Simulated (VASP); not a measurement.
Runs of VASP 6.6.1 on InP. The structure is that of space group I4/mmm (No. 139), or close to it. The cells are those of the table. 

```tsv
cell	gap on the mesh (eV)	pressure (GPa)
a = 4.072, b = 4.072, c = 3.687 Å, angles 63.1, 63.1, 53.8°, 2 atoms	none	4.3
a = 3.808, b = 3.808, c = 4.398 Å, angles 54.7, 54.7, 70.5°, 2 atoms	none	21.9
a = 3.838, b = 3.838, c = 4.136 Å, angles 57.4, 57.4, 65.2°, 2 atoms	none	(a)
a = 4.274, b = 4.274, c = 3.490 Å, angles 65.9, 65.9, 48.2°, 2 atoms	none	15.6
```

Alike in all rows: task single point; level PBE; potentials or basis VASP PAW PBE potentials, release 64 (In_d, P); no spin polarisation; k mesh 20 × 20 × 20; cutoff (eV) 520; smearing gaussian 0.15 eV.

Fill in the values left out.

(a) 4.2.

Caveats: spin-orbit coupling is left out, which moves the levels of the heavy elements.

A k mesh can miss the band edges, and the runs leave out spin-orbit coupling on In.

A gap of «none» marks levels without a gap at the run's occupations.
